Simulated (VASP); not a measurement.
# Cs3Ca4GeF12 (a cell with a defect) in VASP: notebook

Runs on Cs3Ca4GeF12 (a cell with a defect). Level: PBEsol. Tasks: single point.

All numbers are computed with VASP 6.6.1; they aren't measurements. Logs are shortened: lines on timing, memory, paths and dates and some standing lists are left out, and cuts for length are marked.

## (1) The cell of the first run

The cell holds a defect, 40 atoms: a = 8.989 Å, b = 8.989 Å, c = 8.989 Å, α = 90.00°, β = 90.00°, γ = 90.00°.

## (2) Single point, PBEsol

File INCAR:

```
SYSTEM = Cs3Ca4GeF12
ALGO = Normal
EDIFF = 1E-6
ENCUT = 520
GGA = PS
ISIF = 2
ISMEAR = -1
ISYM = 0
LASPH = .TRUE.
LCHARG = .FALSE.
LREAL = Auto
LWAVE = .FALSE.
NBANDS = 191
NELM = 100
PREC = Accurate
SIGMA = 0.05
```

File KPOINTS:

```
Automatic mesh
0
Gamma
  1 1 1
  0.25 0.25 0.25
```

File POSCAR:

```
Cs3Ca4GeF12
1.0
    8.9888280000      0.0000000000      0.0000000000
    0.0000000000      8.9888280000      0.0000000000
    0.0000000000      0.0000000000      8.9888280000
Cs Ge Ca F
6 2 8 24
Direct
    0.9768590000      0.0006560000      0.9956960000
    0.9869580000      0.9951160000      0.5039360000
    0.9842870000      0.5047090000      0.9939080000
    0.5101180000      0.9952220000      0.9938350000
    0.5098640000      0.9865400000      0.5053810000
    0.5053650000      0.5064930000      0.9963340000
    0.1850990000      0.5112410000      0.4834260000
    0.4576690000      0.4169470000      0.4924670000
    0.2358530000      0.2519130000      0.2456990000
    0.2433520000      0.2420390000      0.7623440000
    0.2462650000      0.7653390000      0.2352800000
    0.2464590000      0.7535850000      0.7530320000
    0.7521450000      0.2592380000      0.2589810000
    0.7436330000      0.2548690000      0.7447210000
    0.7472300000      0.7486520000      0.2527680000
    0.7483780000      0.7422870000      0.7426920000
    0.2535920000      0.2572060000      0.0060430000
    0.2969510000      0.2420000000      0.5082890000
    0.2493330000      0.7490610000      0.9945450000
    0.2315430000      0.7311450000      0.4929850000
    0.7369540000      0.2474830000      0.0057980000
    0.7530880000      0.2142130000      0.5002660000
    0.7448880000      0.7546900000      0.9982240000
    0.7489020000      0.7708450000      0.4980100000
    0.9965550000      0.2324200000      0.2470580000
    0.9970530000      0.2404940000      0.7633420000
    0.9983790000      0.7792720000      0.2384020000
    0.9995150000      0.7575700000      0.7593670000
    0.4818320000      0.3161350000      0.2912460000
    0.4911290000      0.2389940000      0.7678630000
    0.4929350000      0.7498900000      0.2443900000
    0.4943530000      0.7557340000      0.7519920000
    0.2654850000      0.0103950000      0.2541080000
    0.2439270000      0.9979940000      0.7412500000
    0.2100210000      0.5114940000      0.2393760000
    0.2516310000      0.4978550000      0.7266870000
    0.7277200000      0.0063700000      0.2440240000
    0.7453220000      0.9983130000      0.7546360000
    0.7498890000      0.5028660000      0.2276960000
    0.7443830000      0.4988420000      0.7752930000
```

Potentials or basis: VASP PAW PBE potentials, release 64 (Cs_sv, Ge_d, Ca_sv, F).

Command:

```sh
> cat potpaw_PBE.64/Cs_sv/POTCAR potpaw_PBE.64/Ge_d/POTCAR potpaw_PBE.64/Ca_sv/POTCAR potpaw_PBE.64/F/POTCAR > POTCAR
> mpirun -np 1 vasp_std > vasp.out
```

OUTCAR:

```text
SYSTEM = Cs3Ca4GeF12
   EDIFF = 1E-6
   ENCUT = 520
   GGA = PS
   ISIF = 2
   ISMEAR = -1
   ISYM = 0
   LASPH = .TRUE.
   LREAL = Auto
   NELM = 100
   PREC = Accurate

 ion  position               nearest neighbor table
   1  0.977  0.001  0.996-
   2  0.987  0.995  0.504-
   3  0.984  0.505  0.994-
   4  0.510  0.995  0.994-
   5  0.510  0.987  0.505-
   6  0.505  0.506  0.996-
   7  0.185  0.511  0.483-  20 2.02  35 2.21  36 2.27   8 2.59
   8  0.458  0.417  0.492-  29 2.03  18 2.14   7 2.59
   9  0.236  0.252  0.246-  25 2.16  17 2.16  33 2.19  29 2.32  35 2.35  18 2.43
  10  0.243  0.242  0.762-  17 2.20  34 2.20  26 2.21  30 2.23  36 2.32  18 2.33
  11  0.246  0.765  0.235-  19 2.17  33 2.22  31 2.22  27 2.23  35 2.31  20 2.34
  12  0.246  0.754  0.753-  19 2.17  34 2.20  28 2.22  32 2.23  36 2.31  20 2.35
  13  0.752  0.259  0.259-  22 2.21  39 2.21  25 2.21  21 2.28  37 2.29  29 2.50
  14  0.744  0.255  0.745-  40 2.21  22 2.23  30 2.28  26 2.29  38 2.31  21 2.35
  15  0.747  0.749  0.253-  24 2.21  39 2.22  27 2.28  31 2.29  23 2.29  37 2.32
  16  0.748  0.742  0.743-  40 2.21  24 2.21  28 2.27  32 2.29  23 2.30  38 2.30
  17  0.254  0.257  0.006-   9 2.16  10 2.20
  18  0.297  0.242  0.508-   8 2.14  10 2.33   9 2.43
  19  0.249  0.749  0.995-  11 2.17  12 2.17
  20  0.232  0.731  0.493-   7 2.02  11 2.34  12 2.35
  21  0.737  0.247  0.006-  13 2.28  14 2.35
  22  0.753  0.214  0.500-  13 2.21  14 2.23
  23  0.745  0.755  0.998-  15 2.29  16 2.30
  24  0.749  0.771  0.498-  15 2.21  16 2.21
  25  0.997  0.232  0.247-   9 2.16  13 2.21
  26  0.997  0.240  0.763-  10 2.21  14 2.29
  27  0.998  0.779  0.238-  11 2.23  15 2.28
  28  1.000  0.758  0.759-  12 2.22  16 2.27
  29  0.482  0.316  0.291-   8 2.03   9 2.32  13 2.50
  30  0.491  0.239  0.768-  10 2.23  14 2.28
  31  0.493  0.750  0.244-  11 2.22  15 2.29
  32  0.494  0.756  0.752-  12 2.23  16 2.29
  33  0.265  0.010  0.254-   9 2.19  11 2.22
  34  0.244  0.998  0.741-  12 2.20  10 2.20
  35  0.210  0.511  0.239-   7 2.21  11 2.31   9 2.35
  36  0.252  0.498  0.727-   7 2.27  12 2.31  10 2.32
  37  0.728  0.006  0.244-  13 2.29  15 2.32
  38  0.745  0.998  0.755-  16 2.30  14 2.31
  39  0.750  0.503  0.228-  13 2.21  15 2.22
  40  0.744  0.499  0.775-  16 2.21  14 2.21

IMPORTANT INFORMATION: All symmetrisations will be switched off!
NOSYMM: (Re-)initialisation of all symmetry stuff for point group C_1.

----------------------------------------------------------------------------------------

                                     Primitive cell

  volume of cell :     726.2886

  direct lattice vectors                    reciprocal lattice vectors
     8.988828000  0.000000000  0.000000000     0.111249208  0.000000000  0.000000000
     0.000000000  8.988828000  0.000000000     0.000000000  0.111249208  0.000000000
     0.000000000  0.000000000  8.988828000     0.000000000  0.000000000  0.111249208

  length of vectors
     8.988828000  8.988828000  8.988828000     0.111249208  0.111249208  0.111249208

  position of ions in fractional coordinates (direct lattice)
     0.976859000  0.000656000  0.995696000
     0.986958000  0.995116000  0.503936000
     0.984287000  0.504709000  0.993908000
     0.510118000  0.995222000  0.993835000
     0.509864000  0.986540000  0.505381000
     0.505365000  0.506493000  0.996334000
[... 32 lines left out ...]
     0.749889000  0.502866000  0.227696000
     0.744383000  0.498842000  0.775293000

  ion indices of the primitive-cell ions
   primitive index   ion index
                 1           1
                 2           2
                 3           3
                 4           4
                 5           5
                 6           6
[... 32 lines left out ...]
                39          39
                40          40

----------------------------------------------------------------------------------------

 KPOINTS: Automatic mesh

Automatic generation of k-mesh.
 Grid dimensions read from file:
 generate k-points for:    1    1    1

 Generating k-lattice:

  Cartesian coordinates                     Fractional coordinates (reciprocal lattice)
     0.111249208  0.000000000  0.000000000     1.000000000  0.000000000  0.000000000
     0.000000000  0.111249208  0.000000000     0.000000000  1.000000000  0.000000000
     0.000000000  0.000000000  0.111249208     0.000000000  0.000000000  1.000000000

  Length of vectors
     0.111249208  0.111249208  0.111249208

  Shift w.r.t. Gamma in fractional coordinates (k-lattice)
     0.250000000  0.250000000  0.250000000

 Subroutine IBZKPT returns following result:
 ===========================================

 Found      4 irreducible k-points:

 Following reciprocal coordinates:
            Coordinates               Weight
  0.250000  0.250000  0.250000      2.000000
 -0.250000  0.250000  0.250000      2.000000
 -0.250000 -0.250000  0.250000      2.000000
  0.250000 -0.250000  0.250000      2.000000
   k-points           NKPTS =      4   k-points in BZ     NKDIM =      4   number of bands    NBANDS=    191
   number of dos      NEDOS =    301   number of ions     NIONS =     40
   total plane-waves  NPLWV = 343000
   dimension x,y,z NGX =    70 NGY =   70 NGZ =   70
   dimension x,y,z NGXF=   140 NGYF=  140 NGZF=  140
   ions per type =               6   2   8  24
   NGX,Y,Z   is equivalent  to a cutoff of  12.95, 12.95, 12.95 a.u.
   NGXF,Y,Z  is equivalent  to a cutoff of  25.89, 25.89, 25.89 a.u.
 SYSTEM =  Cs3Ca4GeF12
   PREC   = accura    normal or accurate (medium, high low for compatibility)
   ISTART =      0    job   : 0-new  1-cont  2-samecut
   ICHARG =      2    charge: 1-file 2-atom 10-const
   ISPIN  =      1    spin polarized calculation?
   LNONCOLLINEAR =      F non collinear calculations
   LSORBIT =      F    spin-orbit coupling
   LASPH  =      T    aspherical Exc in radial PAW
   ENCUT  =  520.0 eV  38.22 Ry    6.18 a.u.  16.71 16.71 16.71*2*pi/ulx,y,z
   NELM   =    100;   NELMIN=  2; NELMDL= -5     # of ELM steps
   EDIFF  = 0.1E-05   stopping-criterion for ELM
   LREAL  =      T    real-space projection
   EDIFFG = 0.1E-04   stopping-criterion for IOM
   NSW    =      0    number of steps for IOM
   IBRION =     -1    ionic relax: 0-MD 1-quasi-New 2-CG
   NFREE  =      0    steps in history (QN), initial steepest desc. (CG)
   ISIF   =      2    stress and relaxation
   ISYM   =      0    0-nonsym 1-usesym 2-fastsym
   POTIM  = 0.5000    time-step for ionic-motion
   TEBEG  =    0.0;   TEEND  =   0.0 temperature during run
   PSTRESS=    0.0 pullay stress
   NELECT =     330.0000    total number of electrons
   NUPDOWN=      -1.0000    fix difference up-down
   EMIN   =  10.00;   EMAX   =-10.00  energy-range for DOS
   EFERMI =   0.00;   METHOD = LEGACY
   ISMEAR =    -1;   SIGMA  =   0.05  broadening in eV -4-tet -1-fermi 0-gaus
   EFERMI_NEDOS =   21; number of points for ismear=-14 and -15
   IALGO  =     38    algorithm
   IMIX   =      4    mixing-type and parameters
     AMIX     =   0.40;   BMIX     =  1.00
     AMIX_MAG =   1.60;   BMIX_MAG =  1.00
  volume/ion in A,a.u.               =      18.16       122.53
  Fermi-wavevector in a.u.,A,eV,Ry     =   1.258567  2.378347 21.551511  1.583991
  Thomas-Fermi vector in A             =   2.392170
   LORBIT       =      0    0 simple, 1 ext, 2 COOP (PROOUT), +10 PAW based schemes
   GGA     = PS    functional components
   LHFCALC =     F    Hartree Fock is set to
   AEXX    =    0.0000 exact exchange contribution
   IVDW    =     0    specifies the selected vdW correction
   LEPSILON=     F    determine dielectric tensor
   LRPA    =     F    only Hartree local field effects (RPA)
 non-spin polarized calculation
  energy-cutoff  :      520.00
  volume of cell :      726.29
 maximum number of plane-waves:     19552
 NGX is ok and might be reduce to    70
   NGX = 33   NGY = 33   NGZ = 33

 number of electron     329.9999995 magnetization

 Free energy of the ion-electron system (eV)
  ---------------------------------------------------
  ext. energy  EPLUGINS =         0.00000000
  ---------------------------------------------------
  free energy    TOTEN  =      -209.90658202 eV

  energy without entropy =     -209.90658190  energy(sigma->0) =     -209.90658196

 E-fermi :   2.8327     XC(G=0):  -9.2496

 val. band max:        1.9709882458   @ k =  -0.2500  -0.2500   0.2500
 cond. band min:       3.6830040336   @ k =  -0.2500  -0.2500   0.2500
 fundamental gap:      1.7120157877
 Fermi energy:         2.8327131660

 k-point     1 :       0.2500    0.2500    0.2500
  band No.  band energies     occupation
      1     -37.9140      2.00000
      2     -37.5682      2.00000
      3     -37.5520      2.00000
      4     -37.5338      2.00000
      5     -37.3593      2.00000
      6     -37.1228      2.00000
[... 169 lines left out ...]
    176       6.8872      0.00000
    177       6.9015      0.00000

 k-point     2 :      -0.2500    0.2500    0.2500
  band No.  band energies     occupation
      1     -37.9140      2.00000
      2     -37.5682      2.00000
      3     -37.5520      2.00000
      4     -37.5338      2.00000
      5     -37.3593      2.00000
      6     -37.1228      2.00000
[... 169 lines left out ...]
    176       6.8951      0.00000
    177       6.9378      0.00000

 k-point     3 :      -0.2500   -0.2500    0.2500
  band No.  band energies     occupation
      1     -37.9140      2.00000
      2     -37.5682      2.00000
      3     -37.5520      2.00000
      4     -37.5338      2.00000
      5     -37.3593      2.00000
      6     -37.1228      2.00000
[... 169 lines left out ...]
    176       6.8645      0.00000
    177       6.9202      0.00000

 k-point     4 :       0.2500   -0.2500    0.2500
  band No.  band energies     occupation
      1     -37.9140      2.00000
      2     -37.5682      2.00000
      3     -37.5520      2.00000
      4     -37.5338      2.00000
      5     -37.3593      2.00000
      6     -37.1228      2.00000
[... 169 lines left out ...]
    176       6.8796      0.00000
    177       6.9098      0.00000
 [bands above 177 left out]

------------------------ aborting loop because EDIFF is reached ----------------------------------------

  FORCE on cell =-STRESS in cart. coord.  units (eV):
  Direction    XX          YY          ZZ          XY          YZ          ZX
  --------------------------------------------------------------------------------------
  -------------------------------------------------------------------------------------
  Total        0.4392968      3.3630257      4.8017416     -0.1389049     -1.7018556      0.4894072
  in kB        0.9690795      7.4187639     10.5925411     -0.3064213     -3.7542578      1.0796220
  external PRESSURE =       6.3267949 kB  Pullay stress =       0.0000000 kB

 VOLUME and BASIS-vectors are now :
 -----------------------------------------------------------------------------
  energy-cutoff  :      520.00
  volume of cell :      726.29
      direct lattice vectors                 reciprocal lattice vectors
     8.988828000  0.000000000  0.000000000     0.111249208  0.000000000  0.000000000
     0.000000000  8.988828000  0.000000000     0.000000000  0.111249208  0.000000000
     0.000000000  0.000000000  8.988828000     0.000000000  0.000000000  0.111249208

 POSITION                                       TOTAL-FORCE (eV/Angst)
 -----------------------------------------------------------------------------------
      8.78082      0.00590      8.95014         0.004484      0.004207      0.002318
      8.87160      8.94493      4.52979         0.025171      0.003412      0.001024
      8.84759      4.53674      8.93407         0.006680     -0.003404      0.007571
      4.58536      8.94588      8.93341        -0.005194     -0.003683      0.003615
      4.58308      8.86784      4.54278        -0.026603      0.003036     -0.002474
      4.54264      4.55278      8.95587        -0.008725      0.002522     -0.000688
[... 32 lines left out ...]
      6.74062      4.52018      2.04672         0.000663      0.001023     -0.006217
      6.69113      4.48400      6.96898        -0.002558      0.004289      0.003532
 -----------------------------------------------------------------------------------
    total drift:                               -0.005078      0.005489      0.007757

  FREE ENERGIE OF THE ION-ELECTRON SYSTEM (eV)
  ---------------------------------------------------
  free  energy   TOTEN  =      -209.9065820151 eV

  energy  without entropy=     -209.9065819022  energy(sigma->0) =     -209.90658196
```

Wall time 32 min (1 thread of AMD EPYC 7R43 (Zen 3), shared host); peak memory 0.87 GiB.

What came out:

```
Free energy            : -209.9066 eV
Pressure               : 0.6 GPa
Largest force          : 0.087 eV/Å
Band gap on the k mesh : 1.71 eV
```

Forces on the atoms (eV/Å):
```
Cs   0.004  0.004  0.002
Cs   0.025  0.003  0.001
Cs   0.007 -0.003  0.008
Cs  -0.005 -0.004  0.004
Cs  -0.027  0.003 -0.002
Cs  -0.009  0.003 -0.001
Ge  -0.028 -0.039  0.013
Ge   0.037  0.050  0.060
Ca   0.011  0.014  0.034
Ca  -0.006  0.014 -0.022
Ca   0.006 -0.007  0.025
Ca   0.007 -0.009 -0.028
Ca  -0.028  0.004  0.005
Ca   0.000 -0.005  0.000
Ca  -0.004  0.004 -0.004
Ca  -0.005  0.004  0.002
F    0.013 -0.003 -0.010
F    0.001 -0.010 -0.009
F    0.005  0.002 -0.001
F   -0.008  0.022 -0.001
F   -0.007  0.002 -0.014
F    0.003 -0.010  0.007
F   -0.002 -0.003 -0.004
F    0.007  0.001  0.002
F   -0.012 -0.003 -0.011
F   -0.016  0.007  0.006
F   -0.010 -0.001 -0.002
F   -0.010 -0.005  0.001
F    0.018 -0.023 -0.054
F    0.015  0.004 -0.001
F    0.010 -0.004  0.005
F    0.012 -0.003 -0.004
F    0.003 -0.005  0.009
F    0.004 -0.002 -0.003
F   -0.002 -0.004 -0.018
F   -0.001  0.001  0.007
F   -0.003 -0.007 -0.003
F   -0.006  0.003  0.002
F    0.001  0.001 -0.006
F   -0.003  0.004  0.004
```

Stress tensor (GPa, compression positive):
```
 0.10 -0.03  0.11
-0.03  0.74 -0.38
 0.11 -0.38  1.06
```

Caveat: the PAW data sets were made with another functional, which shifts forces and pressure a little; spin-orbit coupling is left out, which moves the levels of the heavy elements.

## (3) Single point, PBEsol

Changes to INCAR since step 2:

```diff
@@ -5,5 +5,6 @@
 GGA = PS
+GGA_COMPAT = .FALSE.
 ISIF = 2
 ISMEAR = -1
-ISYM = 0
+ISYM = -1
 LASPH = .TRUE.
@@ -13,3 +14,3 @@
 NBANDS = 191
-NELM = 100
+NELM = 120
 PREC = Accurate
```

File KPOINTS:

```
explicit points
1
Reciprocal
  0.25000000   0.25000000   0.25000000 1
```

POSCAR is that of step 2.

Potentials or basis: VASP PAW PBE potentials, release 64 (Cs_sv, Ge_d, Ca_sv, F).

Command:

```sh
> cat potpaw_PBE.64/Cs_sv/POTCAR potpaw_PBE.64/Ge_d/POTCAR potpaw_PBE.64/Ca_sv/POTCAR potpaw_PBE.64/F/POTCAR > POTCAR
> mpirun -np 1 vasp_std > vasp.out
```

Run time: 13 min. Hardware: 1 thread of AMD EPYC 7R43 (Zen 3), shared host; peak memory 0.71 GiB.

Results (log left out):

```yaml
Free_energy: -209.9072 eV
Pressure: 0.6 GPa
Largest_force: 0.082 eV/Å
Band_gap_on_the_k_mesh: 1.74 eV
```

Forces in eV/Å, atoms in the order of the input:
```
Cs   0.005  0.003  0.001
Cs   0.019 -0.001 -0.001
Cs   0.008 -0.003  0.005
Cs  -0.008 -0.004  0.004
Cs  -0.021  0.004  0.000
Cs  -0.010  0.002  0.000
Ge  -0.031 -0.038  0.012
Ge   0.030  0.051  0.056
Ca   0.011  0.016  0.035
Ca  -0.006  0.014 -0.023
Ca   0.003 -0.007  0.025
Ca   0.006 -0.010 -0.028
Ca  -0.028  0.003  0.005
Ca   0.001 -0.005 -0.001
Ca  -0.002  0.004 -0.003
Ca  -0.004  0.003  0.000
F    0.013 -0.002 -0.010
F   -0.002 -0.016 -0.007
F    0.005  0.002 -0.001
F    0.003  0.023 -0.001
F   -0.007  0.001 -0.013
F    0.003 -0.008  0.005
F   -0.002 -0.002 -0.003
F    0.005  0.002  0.002
F   -0.012 -0.002 -0.009
F   -0.016  0.006  0.005
F   -0.010 -0.002 -0.003
F   -0.009 -0.002  0.004
F    0.019 -0.019 -0.049
F    0.016  0.004 -0.001
F    0.013 -0.004  0.005
F    0.011 -0.002 -0.004
F    0.003 -0.006  0.011
F    0.003 -0.001 -0.004
F   -0.004 -0.004 -0.019
F    0.003  0.000  0.007
F   -0.003 -0.007 -0.004
F   -0.006  0.004  0.002
F    0.001  0.000 -0.006
F   -0.002  0.002  0.003
```

Stress tensor (GPa, compression positive):
```
 0.10 -0.05  0.08
-0.05  0.74 -0.39
 0.08 -0.39  1.05
```

Levels at points of the mesh, in eV from the valence-band top:
| k point | band 161 | band 162 | band 163 | band 164 | band 165 | band 166 | band 167 | band 168 | band 169 | band 170 |
| --- | --- | --- | --- | --- | --- | --- | --- | --- | --- | --- |
| (0.25, 0.25, 0.25) | -3.70 | -3.67 | -3.58 | -3.07 | 0.00 | 1.74 | 2.10 | 3.11 | 3.47 | 3.89 |

Caveat: the PAW data sets were made with another functional, which shifts forces and pressure a little; spin-orbit coupling is left out, which moves the levels of the heavy elements.
